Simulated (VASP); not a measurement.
# PbSe (Fm-3m) in VASP: relaxation of cell and atoms with LDA

Aim: the relaxation of cell and atoms of PbSe with LDA.

All numbers are computed with VASP 6.6.1; they aren't measurements. Logs are shortened: lines on timing, memory, paths and dates and some standing lists are left out, and cuts for length are marked.

### Step 1. The cell of the first run

The structure is cubic, space group Fm-3m (No. 225). Conventional cell: a = 6.121 Å, b = 6.121 Å, c = 6.121 Å, α = 90.00°, β = 90.00°, γ = 90.00°. Pb (site symmetry m-3m) has 6 Se at 3.06 Å within 4.0 Å. Se (site symmetry m-3m) has 6 Pb at 3.06 Å within 4.0 Å.

### Step 2. Relaxation of cell and atoms, LDA

INCAR

```
PREC = Accurate ; ENCUT = 600
EDIFF = 1E-6 ; ISMEAR = -1
SIGMA = 0.05 ; LREAL = F
LASPH = T ; NELM = 60
ALGO = Normal ; ISIF = 3
LWAVE = F ; LCHARG = F
IBRION = 2 ; NSW = 100
EDIFFG = -0.002
```

KPOINTS

```
Automatic mesh
0
Gamma
  14 14 14
```

POSCAR

```
PbSe
1.0
    0.0000000000      3.0606500000      3.0606500000
    3.0606500000      0.0000000000      3.0606500000
    3.0606500000      3.0606500000      0.0000000000
Pb Se
1 1
Direct
    0.0000000000      0.0000000000      0.0000000000
    0.5000000000      0.5000000000      0.5000000000
```

Potentials or basis: VASP PAW LDA potentials, release 64 (Pb_d, Se).

Started as:

```sh
> cat potpaw_LDA.64/Pb_d/POTCAR potpaw_LDA.64/Se/POTCAR > POTCAR
> mpirun -np 1 vasp_std > vasp.out
```

OUTCAR:

```text
PREC = Accurate
   ENCUT = 600
   EDIFF = 1E-6
   ISMEAR = -1
   LREAL = F
   LASPH = T
   NELM = 60
   ISIF = 3
   IBRION = 2
   NSW = 100
   EDIFFG = -0.002

 ion  position               nearest neighbor table
   1  0.000  0.000  0.000-   2 3.06   2 3.06   2 3.06   2 3.06   2 3.06   2 3.06
   2  0.500  0.500  0.500-   1 3.06   1 3.06   1 3.06   1 3.06   1 3.06   1 3.06

  LATTYP: Found a face centered cubic cell.
 ALAT       =     6.1213000000

  Lattice vectors:

 A1 = (   0.0000000000,   3.0606500000,   3.0606500000)
 A2 = (   3.0606500000,   0.0000000000,   3.0606500000)
 A3 = (   3.0606500000,   3.0606500000,   0.0000000000)

Analysis of symmetry for initial positions (statically):
=====================================================================
 Subroutine PRICEL returns:
 Original cell was already a primitive cell.

 Routine SETGRP: Setting up the symmetry group for a
 face centered cubic supercell.

 Subroutine GETGRP returns: Found 48 space group operations
 (whereof 48 operations were pure point group operations)
 out of a pool of 48 trial point group operations.

The static configuration has the point symmetry O_h .

Analysis of symmetry for dynamics (positions and initial velocities):
=====================================================================
 Subroutine PRICEL returns:
 Original cell was already a primitive cell.

 Routine SETGRP: Setting up the symmetry group for a
 face centered cubic supercell.

 Subroutine GETGRP returns: Found 48 space group operations
 (whereof 48 operations were pure point group operations)
 out of a pool of 48 trial point group operations.

The dynamic configuration has the point symmetry O_h .

 Subroutine INISYM returns: Found 48 space group operations
 (whereof 48 operations are pure point group operations),
 and found     1 'primitive' translations

----------------------------------------------------------------------------------------

                                     Primitive cell

  volume of cell :      57.3418

  direct lattice vectors                    reciprocal lattice vectors
     0.000000000  3.060650000  3.060650000    -0.163363991  0.163363991  0.163363991
     3.060650000  0.000000000  3.060650000     0.163363991 -0.163363991  0.163363991
     3.060650000  3.060650000  0.000000000     0.163363991  0.163363991 -0.163363991

  length of vectors
     4.328412740  4.328412740  4.328412740     0.282954733  0.282954733  0.282954733

  position of ions in fractional coordinates (direct lattice)
     0.000000000  0.000000000  0.000000000
     0.500000000  0.500000000  0.500000000

  ion indices of the primitive-cell ions
   primitive index   ion index
                 1           1
                 2           2

[... 70 lines left out ...]
   NELM   =     60;   NELMIN=  2; NELMDL= -5     # of ELM steps
   EDIFF  = 0.1E-05   stopping-criterion for ELM
   LREAL  =      F    real-space projection
   EDIFFG = -.2E-02   stopping-criterion for IOM
   NSW    =    100    number of steps for IOM
   IBRION =      2    ionic relax: 0-MD 1-quasi-New 2-CG
   NFREE  =      1    steps in history (QN), initial steepest desc. (CG)
   ISIF   =      3    stress and relaxation
   ISYM   =      2    0-nonsym 1-usesym 2-fastsym
   POTIM  = 0.5000    time-step for ionic-motion
   TEBEG  =    0.0;   TEEND  =   0.0 temperature during run
   PSTRESS=    0.0 pullay stress
   NELECT =      20.0000    total number of electrons
   NUPDOWN=      -1.0000    fix difference up-down
   EMIN   =  10.00;   EMAX   =-10.00  energy-range for DOS
   EFERMI =   0.00;   METHOD = LEGACY
   ISMEAR =    -1;   SIGMA  =   0.05  broadening in eV -4-tet -1-fermi 0-gaus
   EFERMI_NEDOS =   21; number of points for ismear=-14 and -15
   IALGO  =     38    algorithm
   IMIX   =      4    mixing-type and parameters
     AMIX     =   0.40;   BMIX     =  1.00
     AMIX_MAG =   1.60;   BMIX_MAG =  1.00
  volume/ion in A,a.u.               =      28.67       193.48
  Fermi-wavevector in a.u.,A,eV,Ry     =   1.152377  2.177676 18.068159  1.327972
  Thomas-Fermi vector in A             =   2.289028
   LORBIT       =      0    0 simple, 1 ext, 2 COOP (PROOUT), +10 PAW based schemes
   GGA     = CA    functional components
   LHFCALC =     F    Hartree Fock is set to
   AEXX    =    0.0000 exact exchange contribution
   IVDW    =     0    specifies the selected vdW correction
   LEPSILON=     F    determine dielectric tensor
   LRPA    =     F    only Hartree local field effects (RPA)
 conjugate gradient relaxation of ions
 non-spin polarized calculation
  energy-cutoff  :      600.00
  volume of cell :       57.34
 maximum number of plane-waves:      1932
   NGX = 17   NGY = 17   NGZ = 17

--------------------------------------- Ionic step        1  -------------------------------------------

 number of electron      20.0000002 magnetization

 Free energy of the ion-electron system (eV)
  ---------------------------------------------------
  ext. energy  EPLUGINS =         0.00000000
  ---------------------------------------------------
  free energy    TOTEN  =        -9.44417141 eV

  energy without entropy =       -9.44403097  energy(sigma->0) =       -9.44410119

 E-fermi :   4.9907     XC(G=0):  -9.8452

 val. band max:        4.9097680034   @ k =   0.5000   0.0000   0.0000
 cond. band min:       5.0707962679   @ k =   0.5000   0.0000   0.0000
 fundamental gap:      0.1610282645
 Fermi energy:         4.9907357796

 k-point     1 :       0.0000    0.0000    0.0000
  band No.  band energies     occupation
      1     -11.8701      2.00000
      2     -11.8701      2.00000
      3     -11.8682      2.00000
      4     -11.8682      2.00000
      5     -11.8682      2.00000
      6      -8.7047      2.00000
      7      -1.4735      2.00000
      8       3.0416      2.00000
      9       3.0416      2.00000
     10       3.0416      2.00000
     11       9.5087      0.00000
     12       9.5087      0.00000
     13       9.5087      0.00000
     14      11.3837      0.00000
[... 570 lines left out ...]
--------------------------------------- Ionic step        6  -------------------------------------------

 number of electron      19.9999998 magnetization

 Free energy of the ion-electron system (eV)
  ---------------------------------------------------
  ext. energy  EPLUGINS =         0.00000000
  ---------------------------------------------------
  free energy    TOTEN  =        -9.45712602 eV

  energy without entropy =       -9.45691494  energy(sigma->0) =       -9.45702048

 E-fermi :   5.4202     XC(G=0): -10.0065

 val. band max:        5.4007232343   @ k =   0.5000   0.0000   0.0000
 cond. band min:       5.4394963766   @ k =   0.5000   0.0000   0.0000
 fundamental gap:      0.0387731423
 Fermi energy:         5.4202331609

 k-point     1 :       0.0000    0.0000    0.0000
  band No.  band energies     occupation
      1     -11.4822      2.00000
      2     -11.4822      2.00000
      3     -11.4783      2.00000
      4     -11.4783      2.00000
      5     -11.4783      2.00000
      6      -8.5578      2.00000
      7      -0.9586      2.00000
      8       3.3340      2.00000
      9       3.3340      2.00000
     10       3.3340      2.00000
     11      10.0451      0.00000
     12      10.0451      0.00000
     13      10.0451      0.00000
     14      11.7652      0.00000
[... 420 lines left out ...]
  FREE ENERGIE OF THE ION-ELECTRON SYSTEM (eV)
  ---------------------------------------------------
  free  energy   TOTEN  =        -9.4571260176 eV

  energy  without entropy=       -9.4569149383  energy(sigma->0) =       -9.45702048

 reached required accuracy - stopping structural energy minimisation
```

OSZICAR:

```text
N       E                     dE             d eps       ncg     rms          rms(c)
DAV:   1     0.165046560005E+03    0.16505E+03   -0.10503E+04  2912   0.162E+03
DAV:   2     0.386944469275E+01   -0.16118E+03   -0.15738E+03  3056   0.366E+02
[... 41 lines left out ...]
   5 F= -.94571301E+01 E0= -.94570239E+01  d E =-.347277E-05
       N       E                     dE             d eps       ncg     rms          rms(c)
DAV:   1    -0.945732768889E+01   -0.19763E-03   -0.63674E-03  3608   0.150E+00    0.759E-02
DAV:   2    -0.945715376415E+01    0.17392E-03   -0.36355E-04  3578   0.366E-01    0.275E-02
DAV:   3    -0.945712586665E+01    0.27897E-04   -0.12611E-04  3608   0.201E-01    0.481E-03
DAV:   4    -0.945712601757E+01   -0.15092E-06   -0.30318E-06  2884   0.196E-02
   6 F= -.94571260E+01 E0= -.94570205E+01  d E =0.590429E-06
```

CONTCAR:

```text
PbSe
   1.00000000000000
     0.0000000000000000    3.0244105321943802    3.0244105321943802
     3.0244105321943802    0.0000000000000000    3.0244105321943802
     3.0244105321943802    3.0244105321943802   -0.0000000000000000
  Pb              Se
     1     1
Direct
     0.0000000000000000    0.0000000000000000    1.0000000000000000
     0.5000000000000000    0.5000000000000000    0.5000000000000000

  0.00000000E+00  0.00000000E+00  0.00000000E+00
  0.00000000E+00  0.00000000E+00  0.00000000E+00
```

Wall time 7.2 min (1 thread of Intel Xeon 8259CL, shared host); peak memory 0.26 GiB.

What came out:

```yaml
Free_energy: -9.4571 eV
Relaxed_volume: 27.66 Å³/atom
Relaxed_cell: a = 4.277 Å, b = 4.277 Å, c = 4.277 Å, α = 60.00°, β = 60.00°, γ = 60.00°
Space_group_after_relaxing_to_0.1_Å: Fm-3m (No. 225)
Energy_gained_by_relaxing: 6.5 meV/atom
Ionic_steps: 6
Pressure_after_relaxing: 0.0 GPa
Band_gap_on_the_k_mesh: 0.04 eV
```

The path:
| step | energy change (eV) | largest force (eV/Å) | pressure (GPa) | volume (Å³) |
| --- | --- | --- | --- | --- |
| 1 | 0.0000 | 0.0000 | -1.97 | 57.34 |
| 2 | -0.0107 | 0.0000 | 0.91 | 54.47 |
| 3 | -0.0130 | 0.0000 | -0.02 | 55.29 |
| 4 | -0.0130 | 0.0000 | 0.01 | 55.25 |
| 5 | -0.0130 | 0.0000 | 0.03 | 55.27 |
| 6 | -0.0130 | 0.0000 | -0.01 | 55.33 |

Final structure:
```
Pb Se
1.0
     0.00000    3.02441    3.02441
     3.02441    0.00000    3.02441
     3.02441    3.02441    0.00000
Pb Se
1 1
Direct
  0.00000 0.00000 0.00000
  0.50000 0.50000 0.50000
```

Levels at points of the mesh, in eV from the valence-band top:
```
           k point  band 6  band 7  band 8  band 9  band 10  band 11  band 12  band 13  band 14
(0.00, 0.00, 0.00)  -13.96   -6.36   -2.07   -2.07    -2.07     4.64     4.64     4.64     6.36
(0.50, 0.00, 0.00)  -12.79   -9.11   -1.62   -1.62     0.00     0.04     1.49     1.49     8.42
(0.50, 0.50, 0.00)  -12.36   -7.55   -5.36   -3.51    -3.51     3.43     5.61     5.61     6.06
```

Caveat: spin-orbit coupling is left out, which moves the levels of the heavy elements. Zero-point motion and thermal expansion aren't in these numbers.
